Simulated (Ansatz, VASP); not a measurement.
# Two plane-wave programs on CuI

File POSCAR:

```
CuI
1.0
    0.0000000000      3.0415552442      3.0415552442
    3.0415552442      0.0000000000      3.0415552442
    3.0415552442      3.0415552442      0.0000000000
Cu I
1 1
Direct
    0.2500000000      0.2500000000      0.2500000000
    0.0000000000      0.0000000000      0.0000000000
```

The input INCAR.step1:

```
PREC = Accurate ; ENCUT = 520
ISMEAR = 0 ; SIGMA = 0.02
LREAL = F ; LASPH = T
NELM = 60 ; NBANDS = 16
GGA = PE ; ALGO = Normal
EDIFF = 1E-4 ; LWAVE = T
LCHARG = F
```

Contents of INCAR.step2:

```
PREC = Accurate ; ENCUT = 520
EDIFF = 1E-7 ; ISMEAR = 0
SIGMA = 0.02 ; LREAL = F
LASPH = T ; NELM = 60
ALGO = Normal ; ISIF = 2
LWAVE = F ; LCHARG = T
METAGGA = R2SCAN ; LMIXTAU = T
LELF = T ; LVHAR = T
NBANDS = 16 ; ISTART = 1
```

File KPOINTS:

```
regular mesh
0
Gamma
  8 8 8
```

Input for Ansatz:

```yaml
crystal:
  lattice:
    - [0.0, 3.0415552392, 3.0415552392]
    - [3.0415552392, 0.0, 3.0415552392]
    - [3.0415552392, 3.0415552392, 0.0]
  atoms:
    - { symbol: Cu, position: [0.25, 0.25, 0.25] }
    - { symbol: I, position: [0.0, 0.0, 0.0] }
basis:
  ecutwfc: 500
kpoints:
  mp_grid: { grid: [8, 8, 8] }
hamiltonian:
  xc: r2scan
scf:
  occupations: { method: gaussian, width: 0.02 }
output:
  forces: true
  stress: true
  eigenvalues: true
  write_density: true
  write_potential: true
  elf: true
  volumetric_format: npy
```

Alike in both runs: task single point; functional r2SCAN; k mesh 8 × 8 × 8; occupations gaussian, width 0.02 eV; no spin polarisation.

```csv
,VASP,Ansatz
version,VASP 6.6.1,Ansatz 0.2.0
potentials or method,"VASP PAW PBE potentials, release 64 (Cu, I), cutoff 520 eV","scalar-relativistic, plane waves, PAW"
valence electrons in the cell,18,36
```

```tsv
	VASP	Ansatz	Ansatz less VASP
gap on the k mesh at the Fermi level (eV)	1.59	1.58	-0.004
least direct gap on the mesh (eV)	1.59	1.58	-0.004
pressure (GPa)	-1.2	-1.2	+0.03
```

VASP's potentials were made for PBE, not for r2SCAN. With one functional, cell and mesh, what is left measures potentials, basis and numerics. VASP's potentials hold 18 valence electrons a cell and Ansatz's 36, so a difference there can come from the potentials and not from the codes.

Neither program's run includes spin-orbit coupling.
